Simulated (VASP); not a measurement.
# Hf4C (P-3m1) in VASP: notebook, part 2 of 2

VASP 6.6.1. Earlier steps stand in the parts before.

## 3. Single point, PBE (volume scaled by 0.91, then relaxed in part)

File INCAR:

```
SYSTEM = Hf4C
ALGO = Normal ; EDIFF = 1E-7
ENCUT = 520 ; GGA = PE
ISIF = 2 ; ISMEAR = 0
LASPH = .True. ; LCHARG = .False.
LREAL = .False. ; LWAVE = .False.
NBANDS = 30 ; NELM = 100
PREC = Accurate ; SIGMA = 0.1
```

File KPOINTS:

```
k-points
0
Gamma
  12 12 4
  0 0 0
```

File POSCAR:

```
Hf4C
1.0
    3.1507229538      0.0000000000      0.0000000000
   -1.5753614769      2.7286061183      0.0000000000
    0.0000000000      0.0000000000     10.0198215358
Hf C
4 1
Direct
    0.6666666667      0.3333333333      0.8712754261
    0.3333333333      0.6666666667      0.1287245739
    0.6666666667      0.3333333333      0.3815659840
    0.3333333333      0.6666666667      0.6184340160
    0.0000000000      0.0000000000      0.0000000000
```

Potentials or basis: VASP PAW PBE potentials, release 64 (Hf_pv, C).

Run with:

```console
> cat potpaw_PBE.64/Hf_pv/POTCAR potpaw_PBE.64/C/POTCAR > POTCAR
> mpirun -np 1 vasp_std > vasp.out
```

OUTCAR:

```text
SYSTEM = Hf4C
   EDIFF = 1E-7
   ENCUT = 520
   GGA = PE
   ISIF = 2
   ISMEAR = 0
   LASPH = .True.
   LREAL = .False.
   NELM = 100
   PREC = Accurate

 ion  position               nearest neighbor table
   1  0.667  0.333  0.871-   5 2.23   5 2.23   5 2.23   4 3.12   4 3.12   4 3.12   2 3.16   2 3.16
                             2 3.16
   2  0.333  0.667  0.129-   5 2.23   5 2.23   5 2.23   3 3.12   3 3.12   3 3.12   1 3.16   1 3.16
                             1 3.16
   3  0.667  0.333  0.382-   4 2.99   4 2.99   4 2.99   2 3.12   2 3.12   2 3.12
   4  0.333  0.667  0.618-   3 2.99   3 2.99   3 2.99   1 3.12   1 3.12   1 3.12
   5  0.000  0.000  0.000-   1 2.23   2 2.23   1 2.23   2 2.23   1 2.23   2 2.23

  LATTYP: Found a hexagonal cell.
 ALAT       =     3.1507229538
 C/A-ratio  =     3.1801658485

  Lattice vectors:

 A1 = (   3.1507229538,   0.0000000000,   0.0000000000)
 A2 = (  -1.5753614769,   2.7286061183,   0.0000000000)
 A3 = (   0.0000000000,   0.0000000000,  10.0198215358)

Analysis of symmetry for initial positions (statically):
=====================================================================
 Subroutine PRICEL returns:
 Original cell was already a primitive cell.

 Routine SETGRP: Setting up the symmetry group for a
 hexagonal supercell.

 Subroutine GETGRP returns: Found 12 space group operations
 (whereof 12 operations were pure point group operations)
 out of a pool of 24 trial point group operations.

The static configuration has the point symmetry D_3d.

Analysis of symmetry for dynamics (positions and initial velocities):
=====================================================================
 Subroutine PRICEL returns:
 Original cell was already a primitive cell.

 Routine SETGRP: Setting up the symmetry group for a
 hexagonal supercell.

 Subroutine GETGRP returns: Found 12 space group operations
 (whereof 12 operations were pure point group operations)
 out of a pool of 24 trial point group operations.

The dynamic configuration has the point symmetry D_3d.

 Subroutine INISYM returns: Found 12 space group operations
 (whereof 12 operations are pure point group operations),
 and found     1 'primitive' translations

----------------------------------------------------------------------------------------

                                     Primitive cell

  volume of cell :      86.1412

  direct lattice vectors                    reciprocal lattice vectors
     3.150722954  0.000000000  0.000000000     0.317387474  0.183243744  0.000000000
    -1.575361477  2.728606118  0.000000000     0.000000000  0.366487487  0.000000000
     0.000000000  0.000000000 10.019821536     0.000000000  0.000000000  0.099802177

  length of vectors
     3.150722954  3.150722954 10.019821536     0.366487487  0.366487487  0.099802177

  position of ions in fractional coordinates (direct lattice)
     0.666666667  0.333333333  0.871275426
     0.333333333  0.666666667  0.128724574
     0.666666667  0.333333333  0.381565984
     0.333333333  0.666666667  0.618434016
     0.000000000  0.000000000  0.000000000

  ion indices of the primitive-cell ions
   primitive index   ion index
                 1           1
                 2           2
                 3           3
                 4           4
                 5           5

----------------------------------------------------------------------------------------

 KPOINTS: k-points

Automatic generation of k-mesh.
 Grid dimensions read from file:
 generate k-points for:   12   12    4

 Generating k-lattice:

  Cartesian coordinates                     Fractional coordinates (reciprocal lattice)
     0.026448956  0.015270312  0.000000000     0.083333333 -0.000000000  0.000000000
     0.000000000  0.030540624  0.000000000     0.000000000  0.083333333  0.000000000
     0.000000000  0.000000000  0.024950544     0.000000000  0.000000000  0.250000000

  Length of vectors
     0.030540624  0.030540624  0.024950544

  Shift w.r.t. Gamma in fractional coordinates (k-lattice)
     0.000000000  0.000000000  0.000000000

 Subroutine IBZKPT returns following result:
 ===========================================

 Found     69 irreducible k-points:

 Following reciprocal coordinates:
            Coordinates               Weight
  0.000000  0.000000  0.000000      1.000000
  0.083333 -0.000000  0.000000      6.000000
  0.166667 -0.000000  0.000000      6.000000
  0.250000 -0.000000  0.000000      6.000000
  0.333333  0.000000  0.000000      6.000000
  0.416667 -0.000000  0.000000      6.000000
[... 16 lines left out ...]
  0.166667 -0.000000  0.250000      6.000000
  0.000000  0.166667  0.250000      6.000000
 [... further k-points ...]
   k-points           NKPTS =     69   k-points in BZ     NKDIM =     69   number of bands    NBANDS=     30
   number of dos      NEDOS =    301   number of ions     NIONS =      5
   total plane-waves  NPLWV =  46080
   dimension x,y,z NGX =    24 NGY =   24 NGZ =   80
   dimension x,y,z NGXF=    48 NGYF=   48 NGZF=  160
   ions per type =               4   1
   NGX,Y,Z   is equivalent  to a cutoff of  12.66, 12.66, 13.27 a.u.
   NGXF,Y,Z  is equivalent  to a cutoff of  25.33, 25.33, 26.55 a.u.
 SYSTEM =  Hf4C
   PREC   = accura    normal or accurate (medium, high low for compatibility)
   ISTART =      0    job   : 0-new  1-cont  2-samecut
   ICHARG =      2    charge: 1-file 2-atom 10-const
   ISPIN  =      1    spin polarized calculation?
   LNONCOLLINEAR =      F non collinear calculations
   LSORBIT =      F    spin-orbit coupling
   LASPH  =      T    aspherical Exc in radial PAW
   ENCUT  =  520.0 eV  38.22 Ry    6.18 a.u.   5.86  5.86 18.63*2*pi/ulx,y,z
   NELM   =    100;   NELMIN=  2; NELMDL= -5     # of ELM steps
   EDIFF  = 0.1E-06   stopping-criterion for ELM
   LREAL  =      F    real-space projection
   EDIFFG = 0.1E-05   stopping-criterion for IOM
   NSW    =      0    number of steps for IOM
   IBRION =     -1    ionic relax: 0-MD 1-quasi-New 2-CG
   NFREE  =      0    steps in history (QN), initial steepest desc. (CG)
   ISIF   =      2    stress and relaxation
   ISYM   =      2    0-nonsym 1-usesym 2-fastsym
   POTIM  = 0.5000    time-step for ionic-motion
   TEBEG  =    0.0;   TEEND  =   0.0 temperature during run
   PSTRESS=    0.0 pullay stress
   NELECT =      44.0000    total number of electrons
   NUPDOWN=      -1.0000    fix difference up-down
   EMIN   =  10.00;   EMAX   =-10.00  energy-range for DOS
   EFERMI =   0.00;   METHOD = LEGACY
   ISMEAR =     0;   SIGMA  =   0.10  broadening in eV -4-tet -1-fermi 0-gaus
   EFERMI_NEDOS =   21; number of points for ismear=-14 and -15
   IALGO  =     38    algorithm
   IMIX   =      4    mixing-type and parameters
     AMIX     =   0.40;   BMIX     =  1.00
     AMIX_MAG =   1.60;   BMIX_MAG =  1.00
  volume/ion in A,a.u.               =      17.23       116.26
  Fermi-wavevector in a.u.,A,eV,Ry     =   1.308646  2.472982 23.300701  1.712553
  Thomas-Fermi vector in A             =   2.439298
   LORBIT       =      0    0 simple, 1 ext, 2 COOP (PROOUT), +10 PAW based schemes
   GGA     = PE    functional components
   LHFCALC =     F    Hartree Fock is set to
   AEXX    =    0.0000 exact exchange contribution
   IVDW    =     0    specifies the selected vdW correction
   LEPSILON=     F    determine dielectric tensor
   LRPA    =     F    only Hartree local field effects (RPA)
 non-spin polarized calculation
 Gauss-broadening in eV      SIGMA  =   0.10
  energy-cutoff  :      520.00
  volume of cell :       86.14
 maximum number of plane-waves:      2337
   NGX = 11   NGY = 11   NGZ = 37

 number of electron      43.9999997 magnetization

 Free energy of the ion-electron system (eV)
  ---------------------------------------------------
  ext. energy  EPLUGINS =         0.00000000
  ---------------------------------------------------
  free energy    TOTEN  =       -50.54865652 eV

  energy without entropy =      -50.53388059  energy(sigma->0) =      -50.54126856

 E-fermi :   5.6304     XC(G=0): -11.8662

 val. band max:        5.6285829772   @ k =   0.2500   0.1667   0.5000
 cond. band min:       5.6539728873   @ k =  -0.1667   0.4167   0.2500
 fundamental gap:      0.0253899101
 Fermi energy:         5.6303551590

 k-point     1 :       0.0000    0.0000    0.0000
  band No.  band energies     occupation
      1     -25.1718      2.00000
      2     -24.5726      2.00000
      3     -24.5696      2.00000
      4     -24.3694      2.00000
      5     -24.3694      2.00000
      6     -24.2614      2.00000
[... 781 lines left out ...]
     29       8.5430      0.00000
     30       8.5822      0.00000

 [... further k-points ...]
[... 5 lines left out ...]
  --------------------------------------------------------------------------------------
  -------------------------------------------------------------------------------------
  Total        7.1843277      7.1843277      7.1900867      0.0000000      0.0000000      0.0000000
  in kB      133.6243687    133.6243687    133.7314816      0.0000000      0.0000000      0.0000000
  external PRESSURE =     133.6600730 kB  Pullay stress =       0.0000000 kB

 VOLUME and BASIS-vectors are now :
 -----------------------------------------------------------------------------
  energy-cutoff  :      520.00
  volume of cell :       86.14
      direct lattice vectors                 reciprocal lattice vectors
     3.150722954  0.000000000  0.000000000     0.317387474  0.183243744  0.000000000
    -1.575361477  2.728606118  0.000000000     0.000000000  0.366487487  0.000000000
     0.000000000  0.000000000 10.019821536     0.000000000  0.000000000  0.099802177

 POSITION                                       TOTAL-FORCE (eV/Angst)
 -----------------------------------------------------------------------------------
      1.57536      0.90954      8.73002         0.000000     -0.000000      0.046744
     -0.00000      1.81907      1.28980         0.000000      0.000000     -0.046744
      1.57536      0.90954      3.82322         0.000000      0.000000      0.029012
     -0.00000      1.81907      6.19660        -0.000000      0.000000     -0.029012
      0.00000      0.00000      0.00000        -0.000000      0.000000      0.000000
 -----------------------------------------------------------------------------------
    total drift:                               -0.000000      0.000000     -0.000000

  FREE ENERGIE OF THE ION-ELECTRON SYSTEM (eV)
  ---------------------------------------------------
  free  energy   TOTEN  =       -50.5486565242 eV

  energy  without entropy=      -50.5338805871  energy(sigma->0) =      -50.54126856
```

OSZICAR:

```text
N       E                     dE             d eps       ncg     rms          rms(c)
DAV:   1     0.171563211544E+03    0.17156E+03   -0.24580E+04  4140   0.143E+03
DAV:   2    -0.440211079122E+02   -0.21558E+03   -0.20680E+03  4874   0.342E+02
DAV:   3    -0.556059982180E+02   -0.11585E+02   -0.11064E+02  5490   0.506E+01
DAV:   4    -0.558215495278E+02   -0.21555E+00   -0.21447E+00  5180   0.690E+00
DAV:   5    -0.558248746707E+02   -0.33251E-02   -0.33238E-02  5156   0.831E-01    0.107E+02
DAV:   6    -0.509368448464E+02    0.48880E+01   -0.29059E+01  5036   0.209E+01    0.662E+01
DAV:   7    -0.527894561934E+02   -0.18526E+01   -0.20193E+01  5458   0.176E+01    0.291E+01
DAV:   8    -0.505497129928E+02    0.22397E+01   -0.16625E+01  5196   0.102E+01    0.558E+00
DAV:   9    -0.505628375978E+02   -0.13125E-01   -0.70055E-01  5066   0.356E+00    0.303E+00
DAV:  10    -0.505503364964E+02    0.12501E-01   -0.77901E-02  5138   0.128E+00    0.120E+00
DAV:  11    -0.505488083851E+02    0.15281E-02   -0.15236E-02  4786   0.677E-01    0.382E-01
DAV:  12    -0.505486863000E+02    0.12209E-03   -0.91539E-04  5224   0.158E-01    0.201E-01
DAV:  13    -0.505486564177E+02    0.29882E-04   -0.25804E-04  5274   0.880E-02    0.176E-01
DAV:  14    -0.505486584492E+02   -0.20316E-05   -0.47740E-05  4904   0.321E-02    0.652E-02
DAV:  15    -0.505486563202E+02    0.21290E-05   -0.79138E-06  4940   0.136E-02    0.129E-02
DAV:  16    -0.505486564950E+02   -0.17480E-06   -0.82314E-07  4374   0.455E-03    0.190E-03
DAV:  17    -0.505486565242E+02   -0.29248E-07   -0.10685E-07  3144   0.181E-03
   1 F= -.50548657E+02 E0= -.50541269E+02  d E =-.147759E-01
```

stdout:

```text
POSCAR found type information on POSCAR HfC
 POSCAR found :  2 types and       5 ions
 scaLAPACK will be used
 LDA part: xc-table for (Slater+PW92), standard interpolation
 POSCAR, INCAR and KPOINTS ok, starting setup
 FFT: planning ... GRIDC
 FFT: planning ... GRID_SOFT
 FFT: planning ... GRID
 WAVECAR not read
 entering main loop
```

It took 2.5 min on 1 thread of Intel Xeon Platinum 8488C (Sapphire Rapids), shared host; peak memory 0.29 GiB.

Results:

```yaml
Free_energy: -50.5487 eV
Pressure: 13.4 GPa
Largest_force: 0.047 eV/Å
Band_gap_on_the_k_mesh: zero (band 22 reaches 6.81 eV, above the bottom of band 23 at 5.07 eV)
```

Forces on the atoms (eV/Å):
```
Hf   0.000  0.000  0.047
Hf   0.000  0.000 -0.047
Hf   0.000  0.000  0.029
Hf   0.000  0.000 -0.029
C    0.000  0.000  0.000
```

Levels at points of the mesh, in eV from the Fermi level:
| k point | band 18 | band 19 | band 20 | band 21 | band 22 | band 23 | band 24 | band 25 | band 26 | band 27 |
| --- | --- | --- | --- | --- | --- | --- | --- | --- | --- | --- |
| (0.00, 0.00, 0.00) | -2.35 | -1.50 | -0.48 | 0.68 | 1.18 | 1.18 | 1.19 | 1.19 | 1.63 | 2.10 |
| (0.50, 0.00, 0.00) | -2.51 | -2.44 | -1.12 | -0.96 | -0.62 | 0.75 | 0.91 | 1.48 | 1.52 | 3.02 |
| (0.00, 0.00, 0.50) | -2.35 | -1.84 | 0.08 | 0.83 | 1.08 | 1.08 | 1.18 | 1.52 | 1.52 | 1.68 |
| (0.50, 0.00, 0.50) | -2.43 | -1.94 | -1.72 | -1.09 | -0.80 | 0.79 | 1.19 | 1.29 | 1.69 | 3.34 |

Caveat: spin-orbit coupling is left out, which moves the levels of the heavy elements.

## 4. Single point, PBE (volume scaled by 0.94, then relaxed in part)

File INCAR:

```
SYSTEM = Hf4C
  PREC = Accurate
  ENCUT = 520
  EDIFF = 1E-6
  ISMEAR = 0
  SIGMA = 0.1
  LREAL = .FALSE.
  LASPH = .TRUE.
  NELM = 100
  ALGO = Normal
  ISIF = 2
  LWAVE = .FALSE.
  LCHARG = .TRUE.
  GGA = PE
  LELF = .TRUE.
  LVHAR = .TRUE.
  NBANDS = 30
```

File KPOINTS:

```
Automatic mesh
0
G
  12 12 4
  0 0 0
```

File POSCAR:

```
Hf4C
1.0
    3.1838606466      0.0000000000      0.0000000000
   -1.5919303233      2.7573042021      0.0000000000
    0.0000000000      0.0000000000     10.1358174343
Hf C
4 1
Direct
    0.6666666667      0.3333333333      0.8727628272
    0.3333333333      0.6666666667      0.1272371728
    0.6666666667      0.3333333333      0.3816021310
    0.3333333333      0.6666666667      0.6183978690
    0.0000000000      0.0000000000      0.0000000000
```

Run with:

```console
> cat potpaw_PBE.64/Hf_pv/POTCAR potpaw_PBE.64/C/POTCAR > POTCAR
> mpirun -np 1 vasp_std > vasp.out
```

Run time: 2.5 min. Hardware: 1 thread of Intel Xeon Platinum 8488C (Sapphire Rapids), shared host; peak memory 0.29 GiB.

It converged, with:

| Quantity | Value |
| --- | --- |
| Free energy | -50.7396 eV |
| Pressure | 8.1 GPa |
| Largest force | 0.051 eV/Å |
| Band gap on the k mesh | zero (band 22 reaches 6.59 eV, above the bottom of band 23 at 4.87 eV) |

Forces in eV/Å, atoms in the order of the input:
```
Hf   0.000  0.000  0.051
Hf   0.000  0.000 -0.051
Hf   0.000  0.000  0.027
Hf   0.000  0.000 -0.027
C    0.000  0.000  0.000
```

Levels at points of the mesh, in eV from the Fermi level:
```tsv
k point	band 20	band 21	band 22	band 23	band 24	band 25
(0.00, 0.00, 0.00)	-0.52	0.62	1.18	1.18	1.19	1.19
(0.50, 0.00, 0.00)	-1.11	-0.97	-0.64	0.64	0.82	1.40
(0.00, 0.00, 0.50)	-0.06	0.84	1.08	1.08	1.15	1.50
(0.50, 0.00, 0.50)	-1.65	-1.07	-0.84	0.70	1.05	1.29
```

Caveat: spin-orbit coupling is left out, which moves the levels of the heavy elements.

## 5. Single point, PBE (volume scaled by 0.97, then relaxed in part)

File INCAR:

```
SYSTEM = Hf4C
PREC     = Accurate       ! precision mode
ENCUT    = 520            ! plane-wave cutoff, eV
EDIFF    = 1E-7           ! SCF threshold, eV
ISMEAR   = 0              ! smearing method
SIGMA    = 0.1            ! smearing width, eV
LREAL    = .False.        ! projectors in reciprocal space
LASPH    = .True.         ! aspherical terms in the spheres
NELM     = 100            ! most SCF steps
ALGO     = Normal         ! electronic algorithm
ISIF     = 2              ! what is computed and relaxed
LWAVE    = .False.        ! write WAVECAR
LCHARG   = .True.         ! write CHGCAR
GGA      = PE             ! functional
LELF     = .True.         ! ELF
LVHAR    = .True.       
NBANDS   = 30             ! bands
```

File KPOINTS:

```
Automatic mesh
0
Gamma
  12 12 4
  0 0 0
```

File POSCAR:

```
Hf4C
1.0
    3.2162300687      0.0000000000      0.0000000000
   -1.6081150344      2.7853369439      0.0000000000
    0.0000000000      0.0000000000     10.2498272612
Hf C
4 1
Direct
    0.6666666667      0.3333333333      0.8742502978
    0.3333333333      0.6666666667      0.1257497022
    0.6666666667      0.3333333333      0.3817296950
    0.3333333333      0.6666666667      0.6182703050
    0.0000000000      0.0000000000      0.0000000000
```

Run with:

```console
> cat potpaw_PBE.64/Hf_pv/POTCAR potpaw_PBE.64/C/POTCAR > POTCAR
> mpirun -np 1 vasp_std > vasp.out
```

Run time: 2.4 min. Hardware: 1 thread of Intel Xeon Platinum 8488C (Sapphire Rapids), shared host; peak memory 0.3 GiB.

Results (log left out):

```yaml
Free_energy: -50.8431 eV
Pressure: 3.5 GPa
Largest_force: 0.055 eV/Å
Band_gap_on_the_k_mesh: zero (band 22 reaches 6.36 eV, above the bottom of band 23 at 4.65 eV)
```

Forces in eV/Å, atoms in the order of the input:
```
Hf   0.000  0.000  0.055
Hf   0.000  0.000 -0.055
Hf   0.000  0.000  0.026
Hf   0.000  0.000 -0.026
C    0.000  0.000  0.000
```

Levels at points of the mesh, in eV from the Fermi level:
| k point | band 19 | band 20 | band 21 | band 22 | band 23 | band 24 | band 25 | band 26 |
| --- | --- | --- | --- | --- | --- | --- | --- | --- |
| (0.00, 0.00, 0.00) | -1.52 | -0.57 | 0.59 | 1.17 | 1.17 | 1.18 | 1.18 | 1.54 |
| (0.50, 0.00, 0.00) | -2.28 | -1.11 | -0.97 | -0.64 | 0.53 | 0.74 | 1.33 | 1.47 |
| (0.00, 0.00, 0.50) | -1.77 | -0.18 | 0.84 | 1.07 | 1.07 | 1.13 | 1.48 | 1.48 |
| (0.50, 0.00, 0.50) | -1.83 | -1.59 | -1.05 | -0.87 | 0.62 | 0.93 | 1.29 | 1.49 |

Caveat: spin-orbit coupling is left out, which moves the levels of the heavy elements.

## 6. The runs side by side

```csv
cell,gap on the mesh (eV),pressure (GPa),largest force (eV/Å)
"a = 3.278, b = 3.278, c = 10.479 Å, angles 90.0, 90.0, 120.0°, 5 atoms",none,-4.0,0.06
"a = 3.151, b = 3.151, c = 10.020 Å, angles 90.0, 90.0, 120.0°, 5 atoms",none,13.4,0.05
"a = 3.184, b = 3.184, c = 10.136 Å, angles 90.0, 90.0, 120.0°, 5 atoms",none,8.1,0.05
"a = 3.216, b = 3.216, c = 10.250 Å, angles 90.0, 90.0, 120.0°, 5 atoms",none,3.5,0.05
```

Alike in all rows: task single point; level PBE; potentials or basis VASP PAW PBE potentials, release 64 (Hf_pv, C); no spin polarisation; k mesh 12 × 12 × 4; cutoff (eV) 520; smearing gaussian 0.1 eV.

Caveats: spin-orbit coupling is left out, which moves the levels of the heavy elements.

Total energies depend on the potentials used, so only differences within one code and one set of settings carry meaning.
